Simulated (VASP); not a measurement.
# Rb2AlAuBr6 (Fm-3m) in VASP: single point with PBE

Aim: the single point of Rb2AlAuBr6 with PBE.

Everything below comes from runs of VASP 6.6.1. Logs are shortened: lines on timing, memory, paths and dates and some standing lists are left out, and cuts for length are marked.

### Step 1. The cell of the first run

Symmetry: Fm-3m, No. 225, cubic system. The conventional cell has a = 10.823 Å, b = 10.823 Å, c = 10.823 Å, α = 90.00°, β = 90.00°, γ = 90.00°. Within 5.0 Å of Rb (site symmetry -43m) lie 12 Br at 3.83 Å and 4 Al at 4.69 Å and 4 Au at 4.69 Å. Al (site symmetry m-3m) has 6 Br at 2.55 Å within 3.4 Å. Within 3.8 Å of Au (site symmetry m-3m) lie 6 Br at 2.86 Å. Within 3.4 Å of Br (site symmetry 4mm) lie 1 Al at 2.55 Å and 1 Au at 2.86 Å.

### Step 2. Single point, PBE

The input, INCAR:

```
SYSTEM = Rb2AlAuBr6
PREC     = Accurate       ! precision mode
ENCUT    = 520            ! plane-wave cutoff, eV
EDIFF    = 1E-6           ! SCF threshold, eV
ISMEAR   = -1             ! smearing method
SIGMA    = 0.15           ! smearing width, eV
LREAL    = .FALSE.        ! projectors in reciprocal space
LASPH    = .TRUE.         ! aspherical terms in the spheres
NELM     = 80             ! most SCF steps
ALGO     = Normal         ! electronic algorithm
ISIF     = 2              ! what is computed and relaxed
LWAVE    = .FALSE.        ! write WAVECAR
LCHARG   = .TRUE.         ! write CHGCAR
GGA      = PE             ! functional
LELF     = .TRUE.         ! ELF
LVHAR    = .TRUE.       
NBANDS   = 48             ! bands
```

The input, KPOINTS:

```
regular mesh
0
G
  4 4 4
  0 0 0
```

The input, POSCAR:

```
Rb2AlAuBr6
1.0
    0.0000000000      5.4114820000      5.4114820000
    5.4114820000      0.0000000000      5.4114820000
    5.4114820000      5.4114820000      0.0000000000
Rb Al Au Br
2 1 1 6
Direct
    0.7500000000      0.7500000000      0.7500000000
    0.2500000000      0.2500000000      0.2500000000
    0.0000000000      0.0000000000      0.0000000000
    0.5000000000      0.5000000000      0.5000000000
    0.7640050000      0.2359950000      0.2359950000
    0.2359950000      0.2359950000      0.7640050000
    0.2359950000      0.7640050000      0.7640050000
    0.2359950000      0.7640050000      0.2359950000
    0.7640050000      0.2359950000      0.7640050000
    0.7640050000      0.7640050000      0.2359950000
```

Potentials or basis: VASP PAW PBE potentials, release 64 (Rb_sv, Al, Au, Br).

Started as:

```console
$ cat potpaw_PBE.64/Rb_sv/POTCAR potpaw_PBE.64/Al/POTCAR potpaw_PBE.64/Au/POTCAR potpaw_PBE.64/Br/POTCAR > POTCAR
$ mpirun -np 1 vasp_std > vasp.out
```

OUTCAR:

```text
SYSTEM = Rb2AlAuBr6
   PREC = Accurate
   ENCUT = 520
   EDIFF = 1E-6
   ISMEAR = -1
   LREAL = .FALSE.
   LASPH = .TRUE.
   NELM = 80
   ISIF = 2
   GGA = PE

 ion  position               nearest neighbor table
   1  0.750  0.750  0.750-   7 3.83   9 3.83  10 3.83   5 3.83   8 3.83  10 3.83   5 3.83   6 3.83
                             9 3.83   6 3.83   7 3.83   8 3.83   4 4.69   4 4.69   4 4.69   4 4.69
   2  0.250  0.250  0.250-   5 3.83   9 3.83  10 3.83   7 3.83   8 3.83  10 3.83   6 3.83   7 3.83
                             9 3.83   5 3.83   6 3.83   8 3.83   4 4.69   4 4.69   4 4.69   4 4.69
   3  0.000  0.000  0.000-   5 2.55   6 2.55   7 2.55   8 2.55   9 2.55  10 2.55
   4  0.500  0.500  0.500-   5 2.86   6 2.86   7 2.86   8 2.86   9 2.86  10 2.86   2 4.69   1 4.69
                             2 4.69   1 4.69   2 4.69   2 4.69   1 4.69   1 4.69
   5  0.764  0.236  0.236-   3 2.55   4 2.86   2 3.83   1 3.83   1 3.83   2 3.83
   6  0.236  0.236  0.764-   3 2.55   4 2.86   2 3.83   1 3.83   1 3.83   2 3.83
   7  0.236  0.764  0.764-   3 2.55   4 2.86   1 3.83   1 3.83   2 3.83   2 3.83
   8  0.236  0.764  0.236-   3 2.55   4 2.86   2 3.83   1 3.83   1 3.83   2 3.83
   9  0.764  0.236  0.764-   3 2.55   4 2.86   1 3.83   1 3.83   2 3.83   2 3.83
  10  0.764  0.764  0.236-   3 2.55   4 2.86   1 3.83   1 3.83   2 3.83   2 3.83

  LATTYP: Found a face centered cubic cell.
 ALAT       =    10.8229640000

  Lattice vectors:

 A1 = (   0.0000000000,   5.4114820000,   5.4114820000)
 A2 = (   5.4114820000,   0.0000000000,   5.4114820000)
 A3 = (   5.4114820000,   5.4114820000,   0.0000000000)

Analysis of symmetry for initial positions (statically):
=====================================================================
 Subroutine PRICEL returns:
 Original cell was already a primitive cell.

 Routine SETGRP: Setting up the symmetry group for a
 face centered cubic supercell.

 Subroutine GETGRP returns: Found 48 space group operations
 (whereof 48 operations were pure point group operations)
 out of a pool of 48 trial point group operations.

The static configuration has the point symmetry O_h .

Analysis of symmetry for dynamics (positions and initial velocities):
=====================================================================
 Subroutine PRICEL returns:
 Original cell was already a primitive cell.

 Routine SETGRP: Setting up the symmetry group for a
 face centered cubic supercell.

 Subroutine GETGRP returns: Found 48 space group operations
 (whereof 48 operations were pure point group operations)
 out of a pool of 48 trial point group operations.

The dynamic configuration has the point symmetry O_h .

 Subroutine INISYM returns: Found 48 space group operations
 (whereof 48 operations are pure point group operations),
 and found     1 'primitive' translations

----------------------------------------------------------------------------------------

                                     Primitive cell

  volume of cell :     316.9412

  direct lattice vectors                    reciprocal lattice vectors
     0.000000000  5.411482000  5.411482000    -0.092396131  0.092396131  0.092396131
     5.411482000  0.000000000  5.411482000     0.092396131 -0.092396131  0.092396131
     5.411482000  5.411482000  0.000000000     0.092396131  0.092396131 -0.092396131

  length of vectors
     7.652991237  7.652991237  7.652991237     0.160034793  0.160034793  0.160034793

  position of ions in fractional coordinates (direct lattice)
     0.750000000  0.750000000  0.750000000
     0.250000000  0.250000000  0.250000000
     0.000000000  0.000000000  0.000000000
     0.500000000  0.500000000  0.500000000
     0.764005000  0.235995000  0.235995000
     0.235995000  0.235995000  0.764005000
     0.235995000  0.764005000  0.764005000
     0.235995000  0.764005000  0.235995000
     0.764005000  0.235995000  0.764005000
     0.764005000  0.764005000  0.235995000

  ion indices of the primitive-cell ions
   primitive index   ion index
                 1           1
                 2           2
                 3           3
                 4           4
                 5           5
                 6           6
                 7           7
                 8           8
                 9           9
                10          10

----------------------------------------------------------------------------------------

 KPOINTS: regular mesh

Automatic generation of k-mesh.
 Grid dimensions read from file:
 generate k-points for:    4    4    4

 Generating k-lattice:

  Cartesian coordinates                     Fractional coordinates (reciprocal lattice)
    -0.023099033  0.023099033  0.023099033     0.250000000  0.000000000  0.000000000
     0.023099033 -0.023099033  0.023099033     0.000000000  0.250000000  0.000000000
     0.023099033  0.023099033 -0.023099033     0.000000000  0.000000000  0.250000000

  Length of vectors
     0.040008698  0.040008698  0.040008698

  Shift w.r.t. Gamma in fractional coordinates (k-lattice)
     0.000000000  0.000000000  0.000000000

 Subroutine IBZKPT returns following result:
 ===========================================

 Found      8 irreducible k-points:

 Following reciprocal coordinates:
            Coordinates               Weight
  0.000000  0.000000  0.000000      1.000000
  0.250000  0.000000  0.000000      8.000000
  0.500000  0.000000  0.000000      4.000000
  0.250000  0.250000  0.000000      6.000000
  0.500000  0.250000  0.000000     24.000000
 -0.250000  0.250000  0.000000     12.000000
  0.500000  0.500000  0.000000      3.000000
 -0.250000  0.500000  0.250000      6.000000
   k-points           NKPTS =      8   k-points in BZ     NKDIM =      8   number of bands    NBANDS=     48
   number of dos      NEDOS =    301   number of ions     NIONS =     10
   total plane-waves  NPLWV = 216000
   dimension x,y,z NGX =    60 NGY =   60 NGZ =   60
   dimension x,y,z NGXF=   120 NGYF=  120 NGZF=  120
   ions per type =               2   1   1   6
   NGX,Y,Z   is equivalent  to a cutoff of  13.03, 13.03, 13.03 a.u.
   NGXF,Y,Z  is equivalent  to a cutoff of  26.07, 26.07, 26.07 a.u.
 SYSTEM =  Rb2AlAuBr6
   PREC   = accura    normal or accurate (medium, high low for compatibility)
   ISTART =      0    job   : 0-new  1-cont  2-samecut
   ICHARG =      2    charge: 1-file 2-atom 10-const
   ISPIN  =      1    spin polarized calculation?
   LNONCOLLINEAR =      F non collinear calculations
   LSORBIT =      F    spin-orbit coupling
   LASPH  =      T    aspherical Exc in radial PAW
   ENCUT  =  520.0 eV  38.22 Ry    6.18 a.u.  14.23 14.23 14.23*2*pi/ulx,y,z
   NELM   =     80;   NELMIN=  2; NELMDL= -5     # of ELM steps
   EDIFF  = 0.1E-05   stopping-criterion for ELM
   LREAL  =      F    real-space projection
   EDIFFG = 0.1E-04   stopping-criterion for IOM
   NSW    =      0    number of steps for IOM
   IBRION =     -1    ionic relax: 0-MD 1-quasi-New 2-CG
   NFREE  =      0    steps in history (QN), initial steepest desc. (CG)
   ISIF   =      2    stress and relaxation
   ISYM   =      2    0-nonsym 1-usesym 2-fastsym
   POTIM  = 0.5000    time-step for ionic-motion
   TEBEG  =    0.0;   TEEND  =   0.0 temperature during run
   PSTRESS=    0.0 pullay stress
   NELECT =      74.0000    total number of electrons
   NUPDOWN=      -1.0000    fix difference up-down
   EMIN   =  10.00;   EMAX   =-10.00  energy-range for DOS
   EFERMI =   0.00;   METHOD = LEGACY
   ISMEAR =    -1;   SIGMA  =   0.15  broadening in eV -4-tet -1-fermi 0-gaus
   EFERMI_NEDOS =   21; number of points for ismear=-14 and -15
   IALGO  =     38    algorithm
   IMIX   =      4    mixing-type and parameters
     AMIX     =   0.40;   BMIX     =  1.00
     AMIX_MAG =   1.60;   BMIX_MAG =  1.00
  volume/ion in A,a.u.               =      31.69       213.88
  Fermi-wavevector in a.u.,A,eV,Ry     =   1.008074  1.904984 13.826427  1.016214
  Thomas-Fermi vector in A             =   2.140919
   LORBIT       =      0    0 simple, 1 ext, 2 COOP (PROOUT), +10 PAW based schemes
   GGA     = PE    functional components
   LHFCALC =     F    Hartree Fock is set to
   AEXX    =    0.0000 exact exchange contribution
   IVDW    =     0    specifies the selected vdW correction
   LEPSILON=     F    determine dielectric tensor
   LRPA    =     F    only Hartree local field effects (RPA)
 non-spin polarized calculation
  energy-cutoff  :      520.00
  volume of cell :      316.94
 maximum number of plane-waves:      8609
 NGX is ok and might be reduce to    60
   NGX = 29   NGY = 29   NGZ = 29

 number of electron      74.0000000 magnetization

 Free energy of the ion-electron system (eV)
  ---------------------------------------------------
  ext. energy  EPLUGINS =         0.00000000
  ---------------------------------------------------
  free energy    TOTEN  =       -29.63080894 eV

  energy without entropy =      -29.57668125  energy(sigma->0) =      -29.60374509

 E-fermi :   1.1560     XC(G=0):  -8.1660

 val. band max:        0.7914364928   @ k =   0.0000   0.0000   0.0000
 cond. band min:       1.4824144281   @ k =   0.2500   0.0000   0.0000
 fundamental gap:      0.6909779353
 Fermi energy:         1.1559903891

 k-point     1 :       0.0000    0.0000    0.0000
  band No.  band energies     occupation
      1     -24.9583      2.00000
      2     -24.9565      2.00000
      3     -13.7076      2.00000
      4     -13.1209      2.00000
      5     -13.1209      2.00000
      6     -13.1209      2.00000
[... 40 lines left out ...]
     47       7.0778      0.00000
     48       7.0778      0.00000

 k-point     2 :       0.2500    0.0000    0.0000
  band No.  band energies     occupation
      1     -24.9580      2.00000
      2     -24.9568      2.00000
      3     -13.6595      2.00000
      4     -13.1909      2.00000
      5     -13.1090      2.00000
      6     -13.1090      2.00000
[... 40 lines left out ...]
     47       7.4432      0.00000
     48       7.4552      0.00000

 k-point     3 :       0.5000    0.0000    0.0000
  band No.  band energies     occupation
      1     -24.9574      2.00000
      2     -24.9574      2.00000
      3     -13.5919      2.00000
      4     -13.2800      2.00000
      5     -13.0948      2.00000
      6     -13.0948      2.00000
[... 40 lines left out ...]
     47       7.9156      0.00000
     48       7.9209      0.00000

 k-point     4 :       0.2500    0.2500    0.0000
  band No.  band energies     occupation
      1     -24.9579      2.00000
      2     -24.9568      2.00000
      3     -13.6488      2.00000
      4     -13.1533      2.00000
      5     -13.1276      2.00000
      6     -13.1276      2.00000
[... 40 lines left out ...]
     47       7.3078      0.00000
     48       7.6243      0.00000

 k-point     5 :       0.5000    0.2500    0.0000
  band No.  band energies     occupation
      1     -24.9575      2.00000
      2     -24.9571      2.00000
      3     -13.5900      2.00000
      4     -13.2278      2.00000
      5     -13.1164      2.00000
      6     -13.1141      2.00000
[... 40 lines left out ...]
     47       7.6764      0.00000
     48       7.8483      0.00000

 k-point     6 :      -0.2500    0.2500    0.0000
  band No.  band energies     occupation
      1     -24.9576      2.00000
      2     -24.9571      2.00000
      3     -13.6046      2.00000
      4     -13.2314      2.00000
      5     -13.1306      2.00000
      6     -13.0949      2.00000
[... 40 lines left out ...]
     47       7.7516      0.00000
     48       7.7697      0.00000

 k-point     7 :       0.5000    0.5000    0.0000
  band No.  band energies     occupation
      1     -24.9576      2.00000
      2     -24.9570      2.00000
      3     -13.5873      2.00000
      4     -13.1343      2.00000
      5     -13.1343      2.00000
      6     -13.1329      2.00000
[... 40 lines left out ...]
     47       7.7967      0.00000
     48       7.8518      0.00000

 k-point     8 :      -0.2500    0.5000    0.2500
  band No.  band energies     occupation
      1     -24.9573      2.00000
      2     -24.9573      2.00000
      3     -13.5743      2.00000
      4     -13.2080      2.00000
      5     -13.1336      2.00000
      6     -13.1336      2.00000
[... 40 lines left out ...]
     47       7.8177      0.00000
     48       8.0057      0.00000

------------------------ aborting loop because EDIFF is reached ----------------------------------------

  FORCE on cell =-STRESS in cart. coord.  units (eV):
  Direction    XX          YY          ZZ          XY          YZ          ZX
  --------------------------------------------------------------------------------------
  -------------------------------------------------------------------------------------
  Total       -0.0653360     -0.0653360     -0.0653360      0.0000000      0.0000000     -0.0000000
  in kB       -0.3302817     -0.3302817     -0.3302817      0.0000000      0.0000000     -0.0000000
  external PRESSURE =      -0.3302817 kB  Pullay stress =       0.0000000 kB

 VOLUME and BASIS-vectors are now :
 -----------------------------------------------------------------------------
  energy-cutoff  :      520.00
  volume of cell :      316.94
      direct lattice vectors                 reciprocal lattice vectors
     0.000000000  5.411482000  5.411482000    -0.092396131  0.092396131  0.092396131
     5.411482000  0.000000000  5.411482000     0.092396131 -0.092396131  0.092396131
     5.411482000  5.411482000  0.000000000     0.092396131  0.092396131 -0.092396131

 POSITION                                       TOTAL-FORCE (eV/Angst)
 -----------------------------------------------------------------------------------
      8.11722      8.11722      8.11722        -0.000000     -0.000000     -0.000000
      2.70574      2.70574      2.70574         0.000000      0.000000      0.000000
      0.00000      0.00000      0.00000        -0.000000      0.000000     -0.000000
      5.41148      5.41148      5.41148        -0.000000      0.000000      0.000000
      2.55417      5.41148      5.41148         0.035479      0.000000      0.000000
      5.41148      5.41148      2.55417        -0.000000      0.000000      0.035479
      8.26880      5.41148      5.41148        -0.035479      0.000000      0.000000
      5.41148      2.55417      5.41148        -0.000000      0.035479      0.000000
      5.41148      8.26880      5.41148        -0.000000     -0.035479      0.000000
      5.41148      5.41148      8.26880        -0.000000      0.000000     -0.035479
 -----------------------------------------------------------------------------------
    total drift:                               -0.000000     -0.000000      0.000000

  FREE ENERGIE OF THE ION-ELECTRON SYSTEM (eV)
  ---------------------------------------------------
  free  energy   TOTEN  =       -29.6308089412 eV

  energy  without entropy=      -29.5766812469  energy(sigma->0) =      -29.60374509
```

It took 3.3 min on 1 thread of Intel Xeon Platinum 8259CL at 2.50GHz (Skylake/Cascade Lake), shared host; peak memory 0.57 GiB.

Results:

```yaml
Free_energy: -29.6308 eV
Pressure: 0.0 GPa
Largest_force: 0.035 eV/Å
Band_gap_on_the_k_mesh: zero (filled and empty bands touch)
```

Forces on the atoms (eV/Å):
```
Rb   0.000  0.000  0.000
Rb   0.000  0.000  0.000
Al   0.000  0.000  0.000
Au   0.000  0.000  0.000
Br   0.035  0.000  0.000
Br   0.000  0.000  0.035
Br  -0.035  0.000  0.000
Br   0.000  0.035  0.000
Br   0.000 -0.035  0.000
Br   0.000  0.000 -0.035
```

Levels at points of the mesh, in eV from the Fermi level:
```
           k point  band 33  band 34  band 35  band 36  band 37  band 38  band 39  band 40  band 41  band 42
(0.00, 0.00, 0.00)    -1.00    -1.00    -1.00    -0.66    -0.36    -0.36     3.57     4.18     4.18     4.18
(0.50, 0.00, 0.00)    -1.33    -1.33    -1.28    -0.76    -0.76     1.49     2.29     4.85     5.18     5.75
(0.50, 0.50, 0.00)    -1.66    -1.15    -1.15    -1.02    -0.37     2.22     4.19     5.06     5.06     5.35
```

Caveat: spin-orbit coupling is left out, which moves the levels of the heavy elements.
